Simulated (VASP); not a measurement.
Tb: single point with LDA

Crystal: Tb.

```
Tb
1.0
     3.55233    0.00000    0.00000
    -1.77617    3.07641    0.00000
     0.00000    0.00000    5.61665
Tb
2
Cartesian
  1.7762 1.0255 4.2125
  0.0000 2.0509 1.4042
```

This cell differs from its parent crystal: volume scaled by 0.96.

* Program: VASP 6.6.1
* Task: single point
* Functional: LDA
* Potentials or basis: VASP PAW PBE potentials, release 64 (Tb)
* Cutoff: 520 eV
* k mesh: 9 × 9 × 5
* Occupations: fermi-dirac, width 0.05 eV
* Spin: collinear spin, ferromagnetic start
* Starting moments: [6.0, 6.0] μB

```
Pressure                                              : -2.6 GPa
Net moment                                            : 11.84 μB per cell
Site moments                                          : Tb +5.71 μB
Valence electrons inside the program's atomic spheres : Tb 16.32
```

Stress tensor (GPa, compression positive):
```
-2.78  0.00  0.00
 0.00 -2.78  0.00
 0.00  0.00 -2.13
```

Levels at points of the mesh, in eV from the Fermi level:
Spin up:
| k point | band 21 | band 22 | band 23 | band 24 | band 25 | band 26 | band 27 | band 28 | band 29 | band 30 |
| --- | --- | --- | --- | --- | --- | --- | --- | --- | --- | --- |
| (0.00, 0.00, 0.00) | -3.89 | -3.81 | -3.70 | -2.17 | 1.68 | 1.79 | 1.79 | 2.08 | 2.50 | 2.50 |
Spin down:
```tsv
k point	band 10	band 11	band 12	band 13	band 14	band 15	band 16	band 17
(0.00, 0.00, 0.00)	-1.78	-0.13	-0.09	-0.04	0.07	0.07	0.07	0.13
```

Wall time 7.6 min on 1 thread of Oxide Virtual Turin-like Processor, on a shared host, peak memory 0.21 GiB.

Caveat: the magnetic or orbital state may not be the lowest; the PAW data sets were made with another functional, which shifts forces and pressure a little; spin-orbit coupling is left out, which moves the levels of the heavy elements. The state reached can hang on the start; a lower one may exist.
